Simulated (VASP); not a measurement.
Runs of VASP 6.6.1 on CO2. The structure is that of space group Pa-3 (No. 205), or close to it. The cells are those of the table. 

```csv
potentials or basis,cell,cutoff (eV),smearing,second run,gap on the mesh (eV),pressure (GPa),largest force (eV/Å)
"VASP PAW PBE potentials, release 64 (C, O)","a = 5.406 Å, 12 atoms",520,gaussian 0.1 eV,-,6.83,(a),0.79
"VASP PAW PBE potentials, release 64 (C, O)","a = 5.392 Å, 12 atoms",520,gaussian 0.01 eV,-,6.83,3.6,0.71
"VASP PAW PBE potentials, release 64 (C, O)","a = 5.392 Å, 12 atoms",520,gaussian 0.02 eV,-,6.83,3.6,0.71
"VASP PAW PBE potentials, release 64 (C_h, O_h)","a = 5.392 Å, 12 atoms",910,gaussian 0.02 eV,hard_potentials,6.85,1.5,0.09
"VASP PAW PBE potentials, release 64 (C, O)","a = 5.235 Å, 12 atoms",520,gaussian 0.1 eV,-,6.94,(b),0.72
```

Alike in all rows: task single point; level PBEsol; no spin polarisation; k mesh 4 × 4 × 4.

Problem. Fill in the values left out.

Solution. (a) 3.7; (b) 5.6.

Caveats: the PAW data sets were made with another functional, which shifts forces and pressure a little; the cutoff is under 1.25 times the usual one of these potentials, so pressure, stress and relaxed cells hold a basis-set (Pulay) error (some runs).

A k mesh can miss the band edges.
